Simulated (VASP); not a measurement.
Ti, 3 atoms in the cell. Symmetry: P6/mmm, No. 191, hexagonal system. The conventional cell has a = 4.568 Å, b = 4.568 Å, c = 2.683 Å, α = 90.00°, β = 90.00°, γ = 120.00°. Ti (site symmetry 6/mmm) has 14 Ti at 2.68 to 2.96 Å within 3.5 Å. Ti (site symmetry -6m2) has 11 Ti at 2.64 to 2.96 Å within 3.5 Å.  This cell differs from its parent crystal: strain +0.000 along x and y, -0.050 along z.

- Program: VASP 6.6.1
- Task: single point
- Functional: r2SCAN
- Potentials or basis: VASP PAW PBE potentials, release 64 (Ti_sv)
- Cutoff: 520 eV
- k mesh: 12 × 12 × 16
- Occupations: gaussian, width 0.15 eV
- Spin: no spin polarisation
- Dipole correction: no
- Further INCAR settings: ALGO = Normal; EDIFF = 1e-06; NBANDS = 25

Potentials or basis: VASP PAW PBE potentials, release 64 (Ti_sv).

Run with:

```bash
$ cat potpaw_PBE.64/Ti_sv/POTCAR > POTCAR
$ cp INCAR.step1 INCAR
$ mpirun -np 1 vasp_std > vasp.out
$ cp INCAR.step2 INCAR
$ mpirun -np 1 vasp_std > vasp.out
```

Hardware: 1 thread of Intel(R) Xeon(R) Platinum 8259CL CPU @ 2.50GHz (Skylake/Cascade Lake) (shared host).

Estimate the wall time of this run.

Wall time 13 min on 1 thread of Intel(R) Xeon(R) Platinum 8259CL CPU @ 2.50GHz (Skylake/Cascade Lake), on a shared host, peak memory 0.28 GiB. Counts: k points 171.
